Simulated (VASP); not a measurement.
# ZnS (P1) in VASP: further runs

Runs on ZnS. Level: r2SCAN. Tasks: single point.

Program: VASP 6.6.1. These are calculated values, not measurements. Logs are shortened: lines on timing, memory, paths and dates and some standing lists are left out, and cuts for length are marked.

### Step 1. The cell of the first run

The typed cell holds 4 atoms: a = 3.807 Å, b = 3.807 Å, c = 6.246 Å, α = 90.00°, β = 90.00°, γ = 120.00°.

### Step 2. Single point, r2SCAN (atom 3 (S) moved +0.135 Å towards its neighbour atom 3 (S) at 3.807 Å)

File POSCAR:

```
ZnS
1.0
    3.8067217484      0.0000000000      0.0000000000
   -1.9033608742      3.2967177392      0.0000000000
    0.0000000000      0.0000000000      6.2457351519
Zn S
2 2
Direct
    0.3333333333      0.6666666667      0.0053880718
    0.6666666667      0.3333333333      0.5053880718
    0.2978697484      0.6312030817      0.3796119282
    0.6666666667      0.3333333333      0.8796119282
```

File INCAR.step1:

```
ALGO     = Normal         # electronic algorithm
EDIFF    = 1E-4           # SCF threshold, eV
ENCUT    = 520            # plane-wave cutoff, eV
GGA      = PE             # functional
ISMEAR   = 0              # smearing method
LASPH    = T              # aspherical terms in the spheres
LCHARG   = F              # write CHGCAR
LREAL    = F              # projectors in reciprocal space
LWAVE    = T              # write WAVECAR
NBANDS   = 26             # bands
NELM     = 100            # most SCF steps
PREC     = Accurate       # precision mode
SIGMA    = 0.05           # smearing width, eV
```

File INCAR.step2:

```
ALGO     = Normal         # electronic algorithm
EDIFF    = 1E-7           # SCF threshold, eV
ENCUT    = 520            # plane-wave cutoff, eV
ISIF     = 2              # what is computed and relaxed
ISMEAR   = 0              # smearing method
ISTART   = 1            
LASPH    = T              # aspherical terms in the spheres
LCHARG   = F              # write CHGCAR
LMIXTAU  = T            
LREAL    = F              # projectors in reciprocal space
LWAVE    = F              # write WAVECAR
METAGGA  = R2SCAN         # meta-GGA
NBANDS   = 26             # bands
NELM     = 100            # most SCF steps
PREC     = Accurate       # precision mode
SIGMA    = 0.05           # smearing width, eV
```

File KPOINTS:

```
k-points
0
Gamma
  6 6 4
```

Potentials or basis: VASP PAW PBE potentials, release 64 (Zn, S).

Started as:

```bash
$ cat potpaw_PBE.64/Zn/POTCAR potpaw_PBE.64/S/POTCAR > POTCAR
$ cp INCAR.step1 INCAR
$ mpirun -np 1 vasp_std > vasp.out
$ cp INCAR.step2 INCAR
$ mpirun -np 1 vasp_std > vasp.out
```

OUTCAR:

```text
EDIFF = 1E-7
   ENCUT = 520
   ISIF = 2
   ISMEAR = 0
   ISTART = 1
   LASPH = T
   LREAL = F
   METAGGA = R2SCAN
   NELM = 100
   PREC = Accurate

 ion  position               nearest neighbor table
   1  0.333  0.667  0.005-   4 2.33   4 2.33   4 2.33   3 2.34
   2  0.667  0.333  0.505-   3 2.23   4 2.34   3 2.34   3 2.45
   3  0.298  0.631  0.380-   2 2.23   2 2.34   1 2.34   2 2.45
   4  0.667  0.333  0.880-   1 2.33   1 2.33   1 2.33   2 2.34

  LATTYP: Found a hexagonal cell.
 ALAT       =     3.8067217484
 C/A-ratio  =     1.6407122886

  Lattice vectors:

 A1 = (   3.8067217484,   0.0000000000,   0.0000000000)
 A2 = (  -1.9033608742,   3.2967177392,   0.0000000000)
 A3 = (   0.0000000000,   0.0000000000,   6.2457351519)

Analysis of symmetry for initial positions (statically):
=====================================================================
 Subroutine PRICEL returns:
 Original cell was already a primitive cell.

 Routine SETGRP: Setting up the symmetry group for a
 hexagonal supercell.

 Subroutine GETGRP returns: Found  1 space group operations
 (whereof  1 operations were pure point group operations)
 out of a pool of 24 trial point group operations.

The static configuration has the point symmetry C_1 .

Analysis of symmetry for dynamics (positions and initial velocities):
=====================================================================
 Subroutine PRICEL returns:
 Original cell was already a primitive cell.

 Routine SETGRP: Setting up the symmetry group for a
 hexagonal supercell.

 Subroutine GETGRP returns: Found  1 space group operations
 (whereof  1 operations were pure point group operations)
 out of a pool of 24 trial point group operations.

The dynamic configuration has the point symmetry C_1 .

 Subroutine INISYM returns: Found  1 space group operations
 (whereof  1 operations are pure point group operations),
 and found     1 'primitive' translations

----------------------------------------------------------------------------------------

                                     Primitive cell

  volume of cell :      78.3820

  direct lattice vectors                    reciprocal lattice vectors
     3.806721748  0.000000000  0.000000000     0.262693222  0.151666002  0.000000000
    -1.903360874  3.296717739  0.000000000     0.000000000  0.303332004  0.000000000
     0.000000000  0.000000000  6.245735152     0.000000000  0.000000000  0.160109255

  length of vectors
     3.806721748  3.806721748  6.245735152     0.303332004  0.303332004  0.160109255

  position of ions in fractional coordinates (direct lattice)
     0.333333333  0.666666667  0.005388072
     0.666666667  0.333333333  0.505388072
     0.297869748  0.631203082  0.379611928
     0.666666667  0.333333333  0.879611928

  ion indices of the primitive-cell ions
   primitive index   ion index
                 1           1
                 2           2
                 3           3
                 4           4

----------------------------------------------------------------------------------------

 KPOINTS: k-points

Automatic generation of k-mesh.
 Grid dimensions read from file:
 generate k-points for:    6    6    4

 Generating k-lattice:

  Cartesian coordinates                     Fractional coordinates (reciprocal lattice)
     0.043782204  0.025277667  0.000000000     0.166666667  0.000000000  0.000000000
     0.000000000  0.050555334  0.000000000     0.000000000  0.166666667  0.000000000
     0.000000000  0.000000000  0.040027314     0.000000000  0.000000000  0.250000000

  Length of vectors
     0.050555334  0.050555334  0.040027314

  Shift w.r.t. Gamma in fractional coordinates (k-lattice)
     0.000000000  0.000000000  0.000000000

 Subroutine IBZKPT returns following result:
 ===========================================

 Found     76 irreducible k-points:

 Following reciprocal coordinates:
            Coordinates               Weight
  0.000000  0.000000  0.000000      1.000000
  0.166667  0.000000  0.000000      2.000000
  0.000000  0.166667  0.000000      2.000000
 -0.166667  0.166667  0.000000      2.000000
  0.333333  0.000000  0.000000      2.000000
  0.000000  0.333333  0.000000      2.000000
[... 16 lines left out ...]
  0.000000  0.166667  0.250000      2.000000
 -0.166667  0.166667  0.250000      2.000000
 [... further k-points ...]
   k-points           NKPTS =     76   k-points in BZ     NKDIM =     76   number of bands    NBANDS=     26
   number of dos      NEDOS =    301   number of ions     NIONS =      4
   total plane-waves  NPLWV =  37632
   dimension x,y,z NGX =    28 NGY =   28 NGZ =   48
   dimension x,y,z NGXF=    56 NGYF=   56 NGZF=   96
   ions per type =               2   2
   NGX,Y,Z   is equivalent  to a cutoff of  12.23, 12.23, 12.78 a.u.
   NGXF,Y,Z  is equivalent  to a cutoff of  24.46, 24.46, 25.55 a.u.
 SYSTEM =  unknown system
   PREC   = accura    normal or accurate (medium, high low for compatibility)
   ISTART =      1    job   : 0-new  1-cont  2-samecut
   ICHARG =      0    charge: 1-file 2-atom 10-const
   ISPIN  =      1    spin polarized calculation?
   LNONCOLLINEAR =      F non collinear calculations
   LSORBIT =      F    spin-orbit coupling
   LASPH  =      T    aspherical Exc in radial PAW
   ENCUT  =  520.0 eV  38.22 Ry    6.18 a.u.   7.08  7.08 11.61*2*pi/ulx,y,z
   NELM   =    100;   NELMIN=  2; NELMDL=  0     # of ELM steps
   EDIFF  = 0.1E-06   stopping-criterion for ELM
   LREAL  =      F    real-space projection
   EDIFFG = 0.1E-05   stopping-criterion for IOM
   NSW    =      0    number of steps for IOM
   IBRION =     -1    ionic relax: 0-MD 1-quasi-New 2-CG
   NFREE  =      0    steps in history (QN), initial steepest desc. (CG)
   ISIF   =      2    stress and relaxation
   ISYM   =      2    0-nonsym 1-usesym 2-fastsym
   POTIM  = 0.5000    time-step for ionic-motion
   TEBEG  =    0.0;   TEEND  =   0.0 temperature during run
   PSTRESS=    0.0 pullay stress
   NELECT =      36.0000    total number of electrons
   NUPDOWN=      -1.0000    fix difference up-down
   EMIN   =  10.00;   EMAX   =-10.00  energy-range for DOS
   EFERMI =   0.00;   METHOD = LEGACY
   ISMEAR =     0;   SIGMA  =   0.05  broadening in eV -4-tet -1-fermi 0-gaus
   EFERMI_NEDOS =   21; number of points for ismear=-14 and -15
   IALGO  =     38    algorithm
   IMIX   =      4    mixing-type and parameters
     AMIX     =   0.40;   BMIX     =  1.00
     AMIX_MAG =   1.60;   BMIX_MAG =  1.00
  volume/ion in A,a.u.               =      19.60       132.24
  Fermi-wavevector in a.u.,A,eV,Ry     =   1.263097  2.386908 21.706940  1.595415
  Thomas-Fermi vector in A             =   2.396472
   LORBIT       =      0    0 simple, 1 ext, 2 COOP (PROOUT), +10 PAW based schemes
   METAGGA = R2SCAN    functional components
   LHFCALC =     F    Hartree Fock is set to
   AEXX    =    0.0000 exact exchange contribution
   IVDW    =     0    specifies the selected vdW correction
   LEPSILON=     F    determine dielectric tensor
   LRPA    =     F    only Hartree local field effects (RPA)
 non-spin polarized calculation
 Gauss-broadening in eV      SIGMA  =   0.05
  energy-cutoff  :      520.00
  volume of cell :       78.38
 maximum number of plane-waves:      2130
   NGX = 15   NGY = 15   NGZ = 23

 number of electron      35.9999993 magnetization

 Free energy of the ion-electron system (eV)
  ---------------------------------------------------
  ext. energy  EPLUGINS =         0.00000000
  ---------------------------------------------------
  free energy    TOTEN  =       -37.65989877 eV

  energy without entropy =      -37.65989877  energy(sigma->0) =      -37.65989877

 E-fermi :   2.2171     XC(G=0): -10.3098

 val. band max:        1.9332512244   @ k =   0.0000   0.0000   0.0000
 cond. band min:       4.6975723114   @ k =   0.0000   0.0000   0.0000
 fundamental gap:      2.7643210870
 Fermi energy:         2.2170912109

 k-point     1 :       0.0000    0.0000    0.0000
  band No.  band energies     occupation
      1     -11.8443      2.00000
      2     -10.8842      2.00000
      3      -4.6952      2.00000
      4      -4.6296      2.00000
      5      -4.5872      2.00000
      6      -4.5394      2.00000
[... 18 lines left out ...]
     25      10.4523      0.00000
     26      11.7211      0.00000

 k-point     2 :       0.1667    0.0000    0.0000
  band No.  band energies     occupation
      1     -11.6523      2.00000
      2     -10.7831      2.00000
      3      -4.6847      2.00000
      4      -4.5901      2.00000
      5      -4.5517      2.00000
      6      -4.5213      2.00000
[... 18 lines left out ...]
     25      10.7617      0.00000
     26      10.8834      0.00000

 k-point     3 :       0.0000    0.1667    0.0000
  band No.  band energies     occupation
      1     -11.6610      2.00000
      2     -10.7813      2.00000
      3      -4.6721      2.00000
      4      -4.6069      2.00000
      5      -4.5874      2.00000
      6      -4.4891      2.00000
[... 18 lines left out ...]
     25      10.5598      0.00000
     26      11.1981      0.00000

 k-point     4 :      -0.1667    0.1667    0.0000
  band No.  band energies     occupation
      1     -11.6563      2.00000
      2     -10.7819      2.00000
      3      -4.6787      2.00000
      4      -4.6043      2.00000
      5      -4.5605      2.00000
      6      -4.5026      2.00000
[... 18 lines left out ...]
     25      10.6513      0.00000
     26      11.0882      0.00000

 k-point     5 :       0.3333    0.0000    0.0000
  band No.  band energies     occupation
      1     -11.1862      2.00000
      2     -10.6094      2.00000
      3      -4.6365      2.00000
      4      -4.5139      2.00000
      5      -4.4864      2.00000
      6      -4.4204      2.00000
[... 18 lines left out ...]
     25      10.9329      0.00000
     26      12.4936      0.00000

 k-point     6 :       0.0000    0.3333    0.0000
  band No.  band energies     occupation
      1     -11.2282      2.00000
      2     -10.5903      2.00000
      3      -4.6365      2.00000
      4      -4.5796      2.00000
      5      -4.5353      2.00000
      6      -4.3865      2.00000
[... 427 lines left out ...]
 k-point    21 :       0.0000    0.0000    0.2500
  band No.  band energies     occupation
      1     -11.7225      2.00000
      2     -11.0475      2.00000
      3      -4.6955      2.00000
      4      -4.6283      2.00000
      5      -4.5823      2.00000
      6      -4.5534      2.00000
[... 18 lines left out ...]
     25      10.0535      0.00000
     26      10.8894      0.00000

 k-point    22 :       0.1667    0.0000    0.2500
  band No.  band energies     occupation
      1     -11.5418      2.00000
      2     -10.9239      2.00000
      3      -4.6660      2.00000
      4      -4.6158      2.00000
      5      -4.5576      2.00000
      6      -4.5335      2.00000
[... 18 lines left out ...]
     25      10.4287      0.00000
     26      10.9764      0.00000

 k-point    23 :       0.0000    0.1667    0.2500
  band No.  band energies     occupation
      1     -11.5494      2.00000
      2     -10.9246      2.00000
      3      -4.6679      2.00000
      4      -4.6191      2.00000
      5      -4.5813      2.00000
      6      -4.5063      2.00000
[... 18 lines left out ...]
     25      10.7309      0.00000
     26      10.9121      0.00000

 k-point    24 :      -0.1667    0.1667    0.2500
  band No.  band energies     occupation
      1     -11.5427      2.00000
      2     -10.9272      2.00000
      3      -4.6931      2.00000
      4      -4.5826      2.00000
      5      -4.5665      2.00000
      6      -4.5161      2.00000
[... 18 lines left out ...]
     25      10.6040      0.00000
     26      10.9274      0.00000

 [... further k-points ...]
[... 5 lines left out ...]
  --------------------------------------------------------------------------------------
  -------------------------------------------------------------------------------------
  Total        0.9406326     -0.4662327      0.0582741      0.5228533     -0.3696634     -0.3713442
  in kB       19.2271168     -9.5300865      1.1911580     10.6874480     -7.5561507     -7.5905059
  external PRESSURE =       3.6293961 kB  Pullay stress =       0.0000000 kB

 VOLUME and BASIS-vectors are now :
 -----------------------------------------------------------------------------
  energy-cutoff  :      520.00
  volume of cell :       78.38
      direct lattice vectors                 reciprocal lattice vectors
     3.806721748  0.000000000  0.000000000     0.262693222  0.151666002  0.000000000
    -1.903360874  3.296717739  0.000000000     0.000000000  0.303332004  0.000000000
     0.000000000  0.000000000  6.245735152     0.000000000  0.000000000  0.160109255

 POSITION                                       TOTAL-FORCE (eV/Angst)
 -----------------------------------------------------------------------------------
     -0.00000      2.19781      0.03365        -0.022670     -0.035283      0.015800
      1.90336      1.09891      3.15652        -0.556705     -0.593630      0.115387
     -0.06750      2.08090      2.37096         0.626860      0.697262     -0.132361
      1.90336      1.09891      5.49382        -0.047485     -0.068349      0.001175
 -----------------------------------------------------------------------------------
    total drift:                                0.002204      0.003661      0.015335

  FREE ENERGIE OF THE ION-ELECTRON SYSTEM (eV)
  ---------------------------------------------------
  free  energy   TOTEN  =       -37.6598987713 eV

  energy  without entropy=      -37.6598987713  energy(sigma->0) =      -37.65989877
```

Run time: 18 min. Hardware: 1 thread of AMD EPYC 7R13, shared host; peak memory 0.25 GiB.

Results:

- Free energy: -37.6599 eV
- Pressure: 0.4 GPa
- Largest force: 0.947 eV/Å
- Band gap on the k mesh: 2.76 eV, direct

Forces on the atoms (eV/Å):
```
Zn  -0.023 -0.035  0.016
Zn  -0.557 -0.594  0.115
S    0.627  0.697 -0.132
S   -0.047 -0.068  0.001
```

Caveat: the cell differs from its parent crystal (atom 3 (S) moved +0.135 Å towards its neighbour atom 3 (S) at 3.807 Å); the PAW data sets were made with another functional, which shifts forces and pressure a little.

(Continued in part 2 of 2.)
